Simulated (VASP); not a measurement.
Runs of VASP 6.6.1 on InSb. The structure is that of space group F-43m (No. 216), or close to it. The cells are those of the table. 

```csv
task,cell,k mesh for the DOS,occupations for the DOS,gap on the mesh (eV),pressure (GPa)
single point,"a = 4.596 Å, angles 60.0°, 2 atoms",-,-,none,2.6
single point,"a = 4.628 Å, angles 60.0°, 2 atoms",-,-,none,1.6
single point,"a = 4.623 Å, angles 60.0°, 2 atoms",-,-,none,(a)
single point,"a = 4.722 Å, angles 60.0°, 2 atoms",-,-,none,-0.7
```

Alike in all rows: level PBE; potentials or basis VASP PAW PBE potentials, release 64 (In_d, Sb); no spin polarisation; k mesh 10 × 10 × 10; cutoff (eV) 520; smearing gaussian 0.05 eV.

Problem. Fill in the values left out.

Solution. (a) 1.8.

Caveats: spin-orbit coupling is left out, which moves the levels of the heavy elements.

A k mesh can miss the band edges, and the runs leave out spin-orbit coupling on In, Sb.

A gap of «none» marks levels without a gap at the run's occupations.
